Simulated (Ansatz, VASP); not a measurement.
**Two plane-wave programs on Ir**

```xyz
1
Lattice="0.0000 1.9197 1.8621 1.9197 0.0000 1.8621 1.9197 1.9197 0.0000" Properties=species:S:1:pos:R:3 pbc="T T T"
Ir    0.0000    0.0000    0.0000
```

Change from the starting cell: zz strain of -3 %, PAW files.

Alike in both runs: task electric field gradients; functional PBEsol; k mesh 15 × 15 × 15; occupations fermi-dirac, width 0.05 eV; no spin polarisation.

```csv
,VASP,Ansatz
version,VASP 6.6.1,Ansatz 0.2.0
potentials or method,"VASP PAW PBE potentials, release 64 (Ir_sv_GW)","PAW with Ansatz's default frozen-core files, scalar-relativistic"
plane-wave cutoff (eV),420,420
valence electrons in the cell,17,17
```

```tsv
	VASP	Ansatz	Ansatz less VASP
size of Vzz on the site where it differs most (V/Å²)	18.0	23.0	+5.01
```

VASP's potentials were made for PBE, not for PBEsol.

Spin-orbit coupling is off throughout.
